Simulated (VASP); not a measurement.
# DyMgSb3 (Pm-3m) in VASP: notebook, part 2 of 2

VASP 6.6.1.

## 3. Single point, PBE

This run uses another cell than the first one, of 37.82 Å³/atom.

The input, INCAR:

```
SYSTEM = DyMgSb3
ALGO     = Normal         ! electronic algorithm
EDIFF    = 1E-6           ! SCF threshold, eV
ENCUT    = 600            ! plane-wave cutoff, eV
GGA      = PE             ! functional
GGA_COMPAT= .FALSE.      
ISIF     = 2              ! what is computed and relaxed
ISMEAR   = 0              ! smearing method
LASPH    = .TRUE.         ! aspherical terms in the spheres
LCHARG   = .FALSE.        ! write CHGCAR
LMAXMIX  = 6              ! l up to which the mixer works
LREAL    = .FALSE.        ! projectors in reciprocal space
LWAVE    = .FALSE.        ! write WAVECAR
NBANDS   = 21             ! bands
NELM     = 200            ! most SCF steps
PREC     = Accurate       ! precision mode
SIGMA    = 0.1            ! smearing width, eV
```

The input, KPOINTS:

```
k-points
0
G
  4 4 4
  0 0 0
```

The input, POSCAR:

```
DyMgSb3
1.0
    5.7397446562      0.0000000000      0.0000000000
    0.0000000000      5.7397446562      0.0000000000
    0.0000000000      0.0000000000      5.7397446562
Dy Mg Sb
1 1 3
Direct
    0.5000000000      0.5000000000      0.5000000000
    0.0000000000      0.0000000000      0.0000000000
    0.0000000000      0.5000000000      0.5000000000
    0.5000000000      0.5000000000      0.0000000000
    0.5000000000      0.0000000000      0.5000000000
```

Potentials or basis: VASP PAW PBE potentials, release 64 (Dy_3, Mg, Sb), 4f in core.

Launch:

```sh
> cat potpaw_PBE.64/Dy_3/POTCAR potpaw_PBE.64/Mg/POTCAR potpaw_PBE.64/Sb/POTCAR > POTCAR
> mpirun -np 1 vasp_std > vasp.out
```

Wall time 34 s (1 thread of Intel Xeon Platinum 8488C (Sapphire Rapids), shared host); peak memory 0.34 GiB.

The run converged. Its results:

* Free energy: -16.9828 eV
* Pressure: 0.1 GPa
* Band gap on the k mesh: zero (bands 13 and 14 overlap by 0.88 eV)

Levels at points of the mesh, in eV from the Fermi level:
```
           k point  band 10  band 11  band 12  band 13  band 14  band 15  band 16  band 17
(0.00, 0.00, 0.00)    -0.96     0.09     0.09     0.09     1.09     1.09     1.09     1.58
(0.50, 0.00, 0.00)    -1.56    -1.46    -1.46    -0.54     0.91     0.91     1.45     1.68
(0.50, 0.50, 0.00)    -1.29    -1.29    -1.06    -1.06    -0.59     0.33     1.55     2.44
(0.50, 0.50, 0.50)    -2.96    -1.66    -1.66    -1.20     1.62     1.62     1.62     3.42
```

Caveat: spin-orbit coupling is left out, which moves the levels of the heavy elements; the 4f electrons are frozen in the core, so they carry no moment and show no levels. Spin polarisation is off, so any magnetic state and its effect on volume and gap are missing.

## 4. Relaxation of cell and atoms, PBE

The input, INCAR:

```
ALGO     = Normal         # electronic algorithm
EDIFF    = 1E-7           # SCF threshold, eV
EDIFFG   = -0.04          # ionic threshold
ENCUT    = 600            # plane-wave cutoff, eV
GGA      = PE             # functional
GGA_COMPAT= F            
IBRION   = 2              # ionic algorithm
ISIF     = 3              # what is computed and relaxed
ISMEAR   = 0              # smearing method
LASPH    = T              # aspherical terms in the spheres
LCHARG   = F              # write CHGCAR
LMAXMIX  = 6              # l up to which the mixer works
LREAL    = F              # projectors in reciprocal space
LWAVE    = F              # write WAVECAR
NELM     = 200            # most SCF steps
NELMIN   = 4            
NSW      = 90             # ionic steps
PREC     = Accurate       # precision mode
SIGMA    = 0.1            # smearing width, eV
```

The input, KPOINTS:

```
k-points
0
Gamma
  4 4 4
```

POSCAR: that of step 3 with these lines changed.

```diff
@@ -2,5 +2,5 @@
 1.0
-    5.7397446562      0.0000000000      0.0000000000
-    0.0000000000      5.7397446562      0.0000000000
-    0.0000000000      0.0000000000      5.7397446562
+    5.0004016300      0.0000000000      0.0000000000
+    0.0000000000      5.0004016300      0.0000000000
+    0.0000000000      0.0000000000      5.0004016300
 Dy Mg Sb
```

Launch:

```sh
> cat potpaw_PBE.64/Dy_3/POTCAR potpaw_PBE.64/Mg/POTCAR potpaw_PBE.64/Sb/POTCAR > POTCAR
> mpirun -np 1 vasp_std > vasp.out
```

Wall time 81 s (1 thread of Intel Xeon Platinum 8488C (Sapphire Rapids), shared host); peak memory 0.26 GiB.

It converged, with:

| Item | Value |
| --- | --- |
| Free energy | -16.9816 eV |
| Relaxed volume | 38.09 Å³/atom |
| Relaxed cell | a = 5.753 Å, b = 5.753 Å, c = 5.753 Å, α = 90.00°, β = 90.00°, γ = 90.00° |
| Space group after relaxing (to 0.1 Å) | Pm-3m (No. 221) |
| Energy gained by relaxing | 911.7 meV/atom |
| Ionic steps | 4 |
| Pressure after relaxing | -0.1 GPa |
| Band gap on the k mesh | zero (bands 13 and 14 overlap by 0.88 eV) |

The path:
```
step  energy change (eV)  largest force (eV/Å)  pressure (GPa)  volume (Å³)
   1              0.0000                0.0000           32.29       125.03
   2             -3.6772                0.0000           -4.52       240.19
   3             -4.5570                0.0000            0.29       188.16
   4             -4.5583                0.0000           -0.11       190.45
```

Final structure:
```
Dy Mg Sb
1.0
     5.75345    0.00000    0.00000
     0.00000    5.75345    0.00000
     0.00000    0.00000    5.75345
Dy Mg Sb
1 1 3
Direct
  0.50000 0.50000 0.50000
  0.00000 0.00000 0.00000
  0.00000 0.50000 0.50000
  0.50000 0.50000 0.00000
  0.50000 0.00000 0.50000
```

Levels at points of the mesh, in eV from the Fermi level:
```tsv
k point	band 9	band 10	band 11	band 12	band 13	band 14	band 15	band 16	band 17
(0.00, 0.00, 0.00)	-2.18	-0.96	0.10	0.10	0.10	1.08	1.08	1.08	1.59
(0.50, 0.00, 0.00)	-1.55	-1.55	-1.43	-1.43	-0.53	0.90	0.90	1.43	2.23
(0.50, 0.50, 0.00)	-1.66	-1.27	-1.27	-1.04	-1.04	-0.60	0.32	1.54	4.08
(0.50, 0.50, 0.50)	-2.93	-2.93	-1.64	-1.64	-1.19	1.60	1.60	1.60	3.42
```

Caveat: the volume moved by over 15 % at a fixed basis, so the end points are rough; spin-orbit coupling is left out, which moves the levels of the heavy elements; the 4f electrons are frozen in the core, so they carry no moment and show no levels.

## 5. Single point, PBE

This run uses another cell than the first one, of 37.90 Å³/atom.

The input, INCAR:

```
PREC = Accurate
ENCUT = 600
EDIFF = 1E-6
ISMEAR = 0
SIGMA = 0.1
LREAL = F
LASPH = T
NELM = 200
ALGO = Normal
ISIF = 2
LWAVE = F
LCHARG = F
GGA = PE
NBANDS = 21
GGA_COMPAT = F
LMAXMIX = 6
```

The input, KPOINTS:

```
Automatic mesh
0
Gamma
  8 8 8
```

POSCAR: that of step 4 with these lines changed.

```diff
@@ -2,5 +2,5 @@
 1.0
-    5.0004016300      0.0000000000      0.0000000000
-    0.0000000000      5.0004016300      0.0000000000
-    0.0000000000      0.0000000000      5.0004016300
+    5.7440606151      0.0000000000      0.0000000000
+    0.0000000000      5.7440606151      0.0000000000
+    0.0000000000      0.0000000000      5.7440606151
 Dy Mg Sb
```

Launch:

```sh
> cat potpaw_PBE.64/Dy_3/POTCAR potpaw_PBE.64/Mg/POTCAR potpaw_PBE.64/Sb/POTCAR > POTCAR
> mpirun -np 1 vasp_std > vasp.out
```

Run time: 96 s. Hardware: 1 thread of Intel Xeon Platinum 8488C (Sapphire Rapids), shared host; peak memory 0.46 GiB.

It converged, with:

* Free energy: -16.9269 eV
* Pressure: 0.1 GPa
* Band gap on the k mesh: zero (bands 13 and 14 overlap by 0.87 eV)

Levels at points of the mesh, in eV from the Fermi level:
| k point | band 9 | band 10 | band 11 | band 12 | band 13 | band 14 | band 15 | band 16 | band 17 | band 18 |
| --- | --- | --- | --- | --- | --- | --- | --- | --- | --- | --- |
| (0.00, 0.00, 0.00) | -2.20 | -0.98 | 0.09 | 0.09 | 0.09 | 1.07 | 1.07 | 1.07 | 1.56 | 1.56 |
| (0.50, 0.00, 0.00) | -1.56 | -1.56 | -1.46 | -1.46 | -0.54 | 0.90 | 0.90 | 1.43 | 1.67 | 2.22 |
| (0.50, 0.50, 0.00) | -1.69 | -1.29 | -1.29 | -1.06 | -1.06 | -0.61 | 0.30 | 1.54 | 2.42 | 4.07 |
| (0.50, 0.50, 0.50) | -2.96 | -2.96 | -1.67 | -1.67 | -1.22 | 1.60 | 1.60 | 1.60 | 3.40 | 3.40 |

Caveat: spin-orbit coupling is left out, which moves the levels of the heavy elements; the 4f electrons are frozen in the core, so they carry no moment and show no levels.

## 6. Relaxation of cell and atoms, PBE

This run uses another cell than the first one, of 37.82 Å³/atom.

The input, INCAR:

```
SYSTEM = DyMgSb3
PREC = Accurate ; ENCUT = 600
EDIFF = 1E-7 ; ISMEAR = 0
SIGMA = 0.1 ; LREAL = .FALSE.
LASPH = .TRUE. ; NELM = 200
ALGO = Normal ; ISIF = 3
LWAVE = .FALSE. ; LCHARG = .FALSE.
GGA = PE ; IBRION = 2
NSW = 100 ; EDIFFG = -0.01
GGA_COMPAT = .FALSE. ; NELMIN = 4
LMAXMIX = 6
```

The input, KPOINTS:

```
regular mesh
0
G
  8 8 8
  0 0 0
```

POSCAR: that of step 5 with these lines changed.

```diff
@@ -2,5 +2,5 @@
 1.0
-    5.7440606151      0.0000000000      0.0000000000
-    0.0000000000      5.7440606151      0.0000000000
-    0.0000000000      0.0000000000      5.7440606151
+    5.7397446562      0.0000000000      0.0000000000
+    0.0000000000      5.7397446562      0.0000000000
+    0.0000000000      0.0000000000      5.7397446562
 Dy Mg Sb
```

Potentials or basis: VASP PAW PBE potentials, release 64 (Dy_3, Mg, Sb), 4f in core.

Launch:

```sh
> cat potpaw_PBE.64/Dy_3/POTCAR potpaw_PBE.64/Mg/POTCAR potpaw_PBE.64/Sb/POTCAR > POTCAR
> mpirun -np 1 vasp_std > vasp.out
```

Run time: 2.2 min. Hardware: 1 thread of Intel Xeon Platinum 8488C (Sapphire Rapids), shared host; peak memory 0.46 GiB.

Results (log left out):

```
Free energy                           : -16.9270 eV
Relaxed volume                        : 38.01 Å³/atom
Relaxed cell                          : a = 5.750 Å, b = 5.750 Å, c = 5.750 Å, α = 90.00°, β = 90.00°, γ = 90.00°
Space group after relaxing (to 0.1 Å) : Pm-3m (No. 221)
Energy gained by relaxing             : 0.1 meV/atom
Ionic steps                           : 2
Pressure after relaxing               : 0.0 GPa
Band gap on the k mesh                : zero (bands 13 and 14 overlap by 0.88 eV)
```

Step by step:
```
step  energy change (eV)  largest force (eV/Å)  pressure (GPa)  volume (Å³)
   1              0.0000                0.0000            0.15       189.09
   2             -0.0004                0.0000           -0.01       190.06
```

Final structure:
```cif
data_structure
_symmetry_space_group_name_H-M 'P 1'
_symmetry_Int_Tables_number 1
_cell_length_a 5.7495
_cell_length_b 5.7495
_cell_length_c 5.7495
_cell_angle_alpha 90.000
_cell_angle_beta 90.000
_cell_angle_gamma 90.000
_cell_volume 190.06
loop_
_atom_site_label
_atom_site_type_symbol
_atom_site_fract_x
_atom_site_fract_y
_atom_site_fract_z
_atom_site_occupancy
Dy1 Dy 0.50000 0.50000 0.50000 1
Mg1 Mg 0.00000 0.00000 0.00000 1
Sb1 Sb 0.00000 0.50000 0.50000 1
Sb2 Sb 0.50000 0.50000 0.00000 1
Sb3 Sb 0.50000 0.00000 0.50000 1
```

Levels at points of the mesh, in eV from the Fermi level:
```tsv
k point	band 10	band 11	band 12	band 13	band 14	band 15	band 16	band 17
(0.00, 0.00, 0.00)	-0.98	0.09	0.09	0.09	1.07	1.07	1.07	1.57
(0.50, 0.00, 0.00)	-1.56	-1.45	-1.45	-0.54	0.89	0.89	1.42	1.67
(0.50, 0.50, 0.00)	-1.29	-1.29	-1.06	-1.06	-0.61	0.30	1.54	2.42
(0.50, 0.50, 0.50)	-2.95	-1.67	-1.67	-1.21	1.60	1.60	1.60	3.40
```

Caveat: spin-orbit coupling is left out, which moves the levels of the heavy elements; the 4f electrons are frozen in the core, so they carry no moment and show no levels.

## 7. Summary

| task | cell | k mesh | gap on the mesh (eV) | pressure (GPa) | relaxed volume (Å³/atom) |
| --- | --- | --- | --- | --- | --- |
| single point | a = 5.000 Å, 5 atoms | 4 × 4 × 4 | none | 32.3 | - |
| single point | a = 5.740 Å, 5 atoms | 4 × 4 × 4 | none | 0.1 | - |
| relaxation of cell and atoms | relaxed from a = 5.000 Å, 5 atoms | 4 × 4 × 4 | none | -0.1 | 38.09 |
| single point | a = 5.744 Å, 5 atoms | 8 × 8 × 8 | none | 0.1 | - |
| relaxation of cell and atoms | relaxed from a = 5.740 Å, 5 atoms | 8 × 8 × 8 | none | 0.0 | 38.01 |

Alike in all rows: level PBE; potentials or basis VASP PAW PBE potentials, release 64 (Dy_3, Mg, Sb), 4f in core; no spin polarisation; cutoff (eV) 600; smearing gaussian 0.1 eV.

Caveats: spin-orbit coupling is left out, which moves the levels of the heavy elements; the 4f electrons are frozen in the core, so they carry no moment and show no levels; the cell stands under pressure (at least some runs); the volume moved by over 15 % at a fixed basis, so the end points are rough (at least some runs).

Absolute energies hang on the potentials; compare differences alone.
